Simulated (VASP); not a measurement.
# CdSe in VASP: a series of runs

Runs on CdSe. Level: PBE. Tasks: electric field gradients.

Everything below comes from runs of VASP 6.6.1. Logs are shortened: lines on timing, memory, paths and dates and some standing lists are left out, and cuts for length are marked.

**1. The cell of the first run**

The structure is tetragonal, space group I-4m2 (No. 119). The conventional cell has a = 4.342 Å, b = 4.342 Å, c = 6.325 Å, α = 90.00°, β = 90.00°, γ = 90.00°. Within 3.5 Å of Cd (site symmetry -4m2) lie 4 Se at 2.69 Å. Se (site symmetry -4m2) has 4 Cd at 2.69 Å within 3.5 Å.

**2. Electric field gradients, PBE (zz strain of +3 %)**

The input, INCAR:

```
PREC = Accurate
ENCUT = 520
EDIFF = 1E-8
ISMEAR = -1
SIGMA = 0.03
LREAL = F
LASPH = T
NELM = 60
ALGO = Normal
ISIF = 2
LWAVE = F
LCHARG = F
GGA = PE
LEFG = T
NBANDS = 16
```

The input, KPOINTS:

```
Automatic mesh
0
Gamma
  8 8 8
```

The input, POSCAR:

```
CdSe
1.0
    0.0000000000      3.0702711986      3.1623793346
    3.0702711986      0.0000000000      3.1623793346
    3.0702711986      3.0702711986      0.0000000000
Cd Se
1 1
Direct
    0.0000000000      0.0000000000      0.0000000000
    0.2500000000      0.2500000000      0.2500000000
```

Potentials or basis: VASP PAW PBE potentials, release 64 (Cd, Se).

Command:

```console
cat potpaw_PBE.64/Cd/POTCAR potpaw_PBE.64/Se/POTCAR > POTCAR
mpirun -np 1 vasp_std > vasp.out
```

OUTCAR:

```text
PREC = Accurate
   ENCUT = 520
   EDIFF = 1E-8
   ISMEAR = -1
   LREAL = F
   LASPH = T
   NELM = 60
   ISIF = 2
   GGA = PE

 ion  position               nearest neighbor table
   1  0.000  0.000  0.000-   2 2.69   2 2.69   2 2.69   2 2.69
   2  0.250  0.250  0.250-   1 2.69   1 2.69   1 2.69   1 2.69

  LATTYP: Found a body centered tetragonal cell.
 ALAT       =     4.3420191692
 C/A-ratio  =     1.4566399693

  Lattice vectors:

 A1 = (  -3.0702711986,   0.0000000000,   3.1623793346)
 A2 = (   3.0702711986,   0.0000000000,   3.1623793346)
 A3 = (   0.0000000000,   3.0702711986,  -3.1623793346)

Analysis of symmetry for initial positions (statically):
=====================================================================
 Subroutine PRICEL returns:
 Original cell was already a primitive cell.

 Routine SETGRP: Setting up the symmetry group for a
 body centered tetragonal supercell.

 Subroutine GETGRP returns: Found  8 space group operations
 (whereof  8 operations were pure point group operations)
 out of a pool of 16 trial point group operations.

The static configuration has the point symmetry D_2d.

Analysis of symmetry for dynamics (positions and initial velocities):
=====================================================================
 Subroutine PRICEL returns:
 Original cell was already a primitive cell.

 Routine SETGRP: Setting up the symmetry group for a
 body centered tetragonal supercell.

 Subroutine GETGRP returns: Found  8 space group operations
 (whereof  8 operations were pure point group operations)
 out of a pool of 16 trial point group operations.

The dynamic configuration has the point symmetry D_2d.

 Subroutine INISYM returns: Found  8 space group operations
 (whereof  8 operations are pure point group operations),
 and found     1 'primitive' translations

----------------------------------------------------------------------------------------

                                     Primitive cell

  volume of cell :      59.6208

  direct lattice vectors                    reciprocal lattice vectors
     0.000000000  3.070271199  3.162379335    -0.162852063  0.162852063  0.158108799
     3.070271199  0.000000000  3.162379335     0.162852063 -0.162852063  0.158108799
     3.070271199  3.070271199  0.000000000     0.162852063  0.162852063 -0.158108799

  length of vectors
     4.407630689  4.407630689  4.342019169     0.279356370  0.279356370  0.279356370

  position of ions in fractional coordinates (direct lattice)
     0.000000000  0.000000000  0.000000000
     0.250000000  0.250000000  0.250000000

  ion indices of the primitive-cell ions
   primitive index   ion index
                 1           1
                 2           2

----------------------------------------------------------------------------------------

 KPOINTS: Automatic mesh

Automatic generation of k-mesh.
 Grid dimensions read from file:
 generate k-points for:    8    8    8

 Generating k-lattice:

  Cartesian coordinates                     Fractional coordinates (reciprocal lattice)
    -0.020356508  0.020356508  0.019763600     0.125000000  0.000000000  0.000000000
     0.020356508 -0.020356508  0.019763600     0.000000000  0.125000000  0.000000000
     0.020356508  0.020356508 -0.019763600     0.000000000  0.000000000  0.125000000

  Length of vectors
     0.034919546  0.034919546  0.034919546

  Shift w.r.t. Gamma in fractional coordinates (k-lattice)
     0.000000000  0.000000000  0.000000000

 Subroutine IBZKPT returns following result:
 ===========================================

 Found     59 irreducible k-points:

 Following reciprocal coordinates:
            Coordinates               Weight
  0.000000  0.000000  0.000000      1.000000
  0.125000  0.000000  0.000000      8.000000
  0.250000  0.000000  0.000000      8.000000
  0.375000  0.000000  0.000000      8.000000
  0.500000  0.000000  0.000000      4.000000
  0.125000  0.125000  0.000000      2.000000
[... 16 lines left out ...]
  0.250000  0.000000  0.125000     16.000000
  0.375000  0.000000  0.125000     16.000000
 [... further k-points ...]
   k-points           NKPTS =     59   k-points in BZ     NKDIM =     59   number of bands    NBANDS=     16
   number of dos      NEDOS =    301   number of ions     NIONS =      2
   total plane-waves  NPLWV =  41472
   dimension x,y,z NGX =    36 NGY =   36 NGZ =   32
   dimension x,y,z NGXF=    72 NGYF=   72 NGZF=   64
   ions per type =               1   1
   NGX,Y,Z   is equivalent  to a cutoff of  13.58, 13.58, 12.25 a.u.
   NGXF,Y,Z  is equivalent  to a cutoff of  27.16, 27.16, 24.50 a.u.
 SYSTEM =  unknown system
   PREC   = accura    normal or accurate (medium, high low for compatibility)
   ISTART =      0    job   : 0-new  1-cont  2-samecut
   ICHARG =      2    charge: 1-file 2-atom 10-const
   ISPIN  =      1    spin polarized calculation?
   LNONCOLLINEAR =      F non collinear calculations
   LSORBIT =      F    spin-orbit coupling
   LASPH  =      T    aspherical Exc in radial PAW
   ENCUT  =  520.0 eV  38.22 Ry    6.18 a.u.   8.20  8.20  8.07*2*pi/ulx,y,z
   NELM   =     60;   NELMIN=  2; NELMDL= -5     # of ELM steps
   EDIFF  = 0.1E-07   stopping-criterion for ELM
   LREAL  =      F    real-space projection
   EDIFFG = 0.1E-06   stopping-criterion for IOM
   NSW    =      0    number of steps for IOM
   IBRION =     -1    ionic relax: 0-MD 1-quasi-New 2-CG
   NFREE  =      0    steps in history (QN), initial steepest desc. (CG)
   ISIF   =      2    stress and relaxation
   ISYM   =      2    0-nonsym 1-usesym 2-fastsym
   POTIM  = 0.5000    time-step for ionic-motion
   TEBEG  =    0.0;   TEEND  =   0.0 temperature during run
   PSTRESS=    0.0 pullay stress
   NELECT =      18.0000    total number of electrons
   NUPDOWN=      -1.0000    fix difference up-down
   EMIN   =  10.00;   EMAX   =-10.00  energy-range for DOS
   EFERMI =   0.00;   METHOD = LEGACY
   ISMEAR =    -1;   SIGMA  =   0.03  broadening in eV -4-tet -1-fermi 0-gaus
   EFERMI_NEDOS =   21; number of points for ismear=-14 and -15
   IALGO  =     38    algorithm
   IMIX   =      4    mixing-type and parameters
     AMIX     =   0.40;   BMIX     =  1.00
     AMIX_MAG =   1.60;   BMIX_MAG =  1.00
  volume/ion in A,a.u.               =      29.81       201.17
  Fermi-wavevector in a.u.,A,eV,Ry     =   1.098247  2.075385 16.410606  1.206146
  Thomas-Fermi vector in A             =   2.234621
   LORBIT       =      0    0 simple, 1 ext, 2 COOP (PROOUT), +10 PAW based schemes
   GGA     = PE    functional components
   LHFCALC =     F    Hartree Fock is set to
   AEXX    =    0.0000 exact exchange contribution
   IVDW    =     0    specifies the selected vdW correction
   LEPSILON=     F    determine dielectric tensor
   LRPA    =     F    only Hartree local field effects (RPA)
 non-spin polarized calculation
  energy-cutoff  :      520.00
  volume of cell :       59.62
 maximum number of plane-waves:      1628
 NGX is ok and might be reduce to    36
   NGX = 17   NGY = 17   NGZ = 17

 number of electron      18.0000000 magnetization

 Free energy of the ion-electron system (eV)
  ---------------------------------------------------
  ext. energy  EPLUGINS =         0.00000000
  ---------------------------------------------------
  free energy    TOTEN  =        -5.49749650 eV

  energy without entropy =       -5.49749489  energy(sigma->0) =       -5.49749569

 E-fermi :   0.7673     XC(G=0):  -8.6243

 val. band max:        0.5271467644   @ k =   0.0000   0.0000   0.0000
 cond. band min:       0.9820242846   @ k =   0.0000   0.0000   0.0000
 fundamental gap:      0.4548775202
 Fermi energy:         0.7673220731

 k-point     1 :       0.0000    0.0000    0.0000
  band No.  band energies     occupation
      1     -11.7856      2.00000
      2      -7.2672      2.00000
      3      -7.2544      2.00000
      4      -7.2544      2.00000
      5      -6.9468      2.00000
      6      -6.9419      2.00000
[... 8 lines left out ...]
     15      11.2257      0.00000
     16      11.6792      0.00000

 k-point     2 :       0.1250    0.0000    0.0000
  band No.  band energies     occupation
      1     -11.7388      2.00000
      2      -7.2494      2.00000
      3      -7.2398      2.00000
      4      -7.2132      2.00000
      5      -6.9466      2.00000
      6      -6.9433      2.00000
[... 8 lines left out ...]
     15      10.8201      0.00000
     16      10.8947      0.00000
[... 387 lines left out ...]
      5      -6.9518      2.00000
      6      -6.9298      2.00000
[... 8 lines left out ...]
     15      11.2817      0.00000
     16      11.8547      0.00000

 k-point    24 :       0.3750    0.0000    0.1250
  band No.  band energies     occupation
      1     -11.5158      2.00000
      2      -7.1841      2.00000
      3      -7.1674      2.00000
      4      -6.9841      2.00000
      5      -6.9227      2.00000
      6      -6.8598      2.00000
[... 8 lines left out ...]
     15      11.4402      0.00000
     16      11.9501      0.00000

 [... further k-points ...]
[... 5 lines left out ...]
  --------------------------------------------------------------------------------------
  -------------------------------------------------------------------------------------
  Total        0.1100632      0.1100632     -0.0930432      0.0000000      0.0000000     -0.0000000
  in kB        2.9577082      2.9577082     -2.5003314      0.0000000      0.0000000     -0.0000000
  external PRESSURE =       1.1383617 kB  Pullay stress =       0.0000000 kB

 VOLUME and BASIS-vectors are now :
 -----------------------------------------------------------------------------
  energy-cutoff  :      520.00
  volume of cell :       59.62
      direct lattice vectors                 reciprocal lattice vectors
     0.000000000  3.070271199  3.162379335    -0.162852063  0.162852063  0.158108799
     3.070271199  0.000000000  3.162379335     0.162852063 -0.162852063  0.158108799
     3.070271199  3.070271199  0.000000000     0.162852063  0.162852063 -0.158108799

 POSITION                                       TOTAL-FORCE (eV/Angst)
 -----------------------------------------------------------------------------------
      0.00000      0.00000      0.00000         0.000000      0.000000      0.000000
      1.53514      1.53514      1.58119        -0.000000     -0.000000     -0.000000
 -----------------------------------------------------------------------------------
    total drift:                                0.000001      0.000001     -0.000001

  FREE ENERGIE OF THE ION-ELECTRON SYSTEM (eV)
  ---------------------------------------------------
  free  energy   TOTEN  =        -5.4974965030 eV

  energy  without entropy=       -5.4974948858  energy(sigma->0) =       -5.49749569

 Electric field gradients (V/A^2)
---------------------------------------------------------------------
 ion       V_xx      V_yy      V_zz      V_xy      V_xz      V_yz
---------------------------------------------------------------------
   1       4.100     4.100    -8.200    -0.003    -0.001    -0.001
   2      -5.919    -5.919    11.839     0.000     0.000     0.000
---------------------------------------------------------------------

 Electric field gradients after diagonalization (V/A^2)
 (convention: |V_zz| > |V_xx| > |V_yy|)
----------------------------------------------------------------------
 ion       V_xx      V_yy      V_zz     asymmetry (V_yy - V_xx)/ V_zz
----------------------------------------------------------------------
   1       4.103     4.097    -8.200       0.001
   2      -5.920    -5.919    11.839       0.000
----------------------------------------------------------------------

           NMR quadrupolar parameters

 Cq : quadrupolar parameter    Cq=e*Q*V_zz/h
 eta: asymmetry parameters     (V_yy - V_xx)/ V_zz
 Q  : nuclear electric quadrupole moment in mb (millibarn)
----------------------------------------------------------------------
 ion       Cq(MHz)       eta       Q (mb)
----------------------------------------------------------------------
   1      -0.020       0.001       1.000
   2       0.029       0.000       1.000
----------------------------------------------------------------------
```

Run time: 69 s. Hardware: 1 thread of Intel Xeon 6975P-C (Granite Rapids), shared host; peak memory 0.22 GiB.

Results:

| Item | Value |
| --- | --- |
| Free energy | -5.4975 eV |
| Pressure | 0.1 GPa |
| Band gap on the k mesh | 0.45 eV, direct |

Electric field gradients, principal values (V/Å²):
```tsv
atom	least	middle	greatest (by size)
1 Cd	4.097	4.103	-8.200
2 Se	-5.919	-5.920	11.839
```

Caveat: the cell differs from its parent crystal (zz strain of +3 %); without QUAD_EFG the Cq values of the log hold for a quadrupole moment of 1 mb, not for the nuclei.

(Continued in part 2 of 3.)
